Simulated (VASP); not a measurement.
Write the native input for VASP 6.6.1 that does the following.

```yaml
Task: single point
Functional: PBE
Potentials_or_basis: VASP PAW PBE potentials, release 64 (Si, C)
Cutoff: 520 eV
k_mesh: 6 × 6 × 4
Occupations: gaussian, width 0.01 eV
Spin: no spin polarisation
Dipole_correction: no
Further_INCAR_settings: ALGO = Normal; EDIFF = 1e-06; NBANDS = 16
```

The structure of SiC lies in POSCAR:

```
SiC
1.0
    2.9523419896      0.0000000000      0.0000000000
   -1.4761709948      2.5568031637      0.0000000000
    0.0000000000      0.0000000000      4.8461837674
Si C
2 2
Direct
    0.3333333333      0.6666666667     -0.0003154795
    0.6666666667      0.3333333333      0.4996845205
    0.3333333333      0.6666666667      0.3753154795
    0.6666666667      0.3333333333      0.8753154795
```

This cell differs from its parent crystal: strain -4.0%.

One way to write it, as run:

INCAR

```
SYSTEM = SiC
PREC = Accurate
ENCUT = 520
EDIFF = 1E-6
ISMEAR = 0
SIGMA = 0.01
LREAL = .False.
LASPH = .True.
NELM = 80
ALGO = Normal
ISIF = 2
LWAVE = .False.
LCHARG = .False.
GGA = PE
NBANDS = 16
```

KPOINTS

```
Automatic mesh
0
Gamma
  6 6 4
  0 0 0
```

Potentials or basis: VASP PAW PBE potentials, release 64 (Si, C).

Launch:

```bash
$ cat potpaw_PBE.64/Si/POTCAR potpaw_PBE.64/C/POTCAR > POTCAR
$ mpirun -np 1 vasp_std > vasp.out
```

Results of the run:

| Item | Value |
| --- | --- |
| Pressure | 38.5 GPa |
| Largest force | 0.004 eV/Å |
| Band gap on the k mesh | 2.03 eV, indirect (least direct gap 4.21 eV) |

Caveat: the cell differs from its parent crystal (strain -4.0%).

It took 4.8 s on 1 thread of Intel(R) Xeon(R) 6975P-C (Granite Rapids) (shared host), peak memory 0.14 GiB.
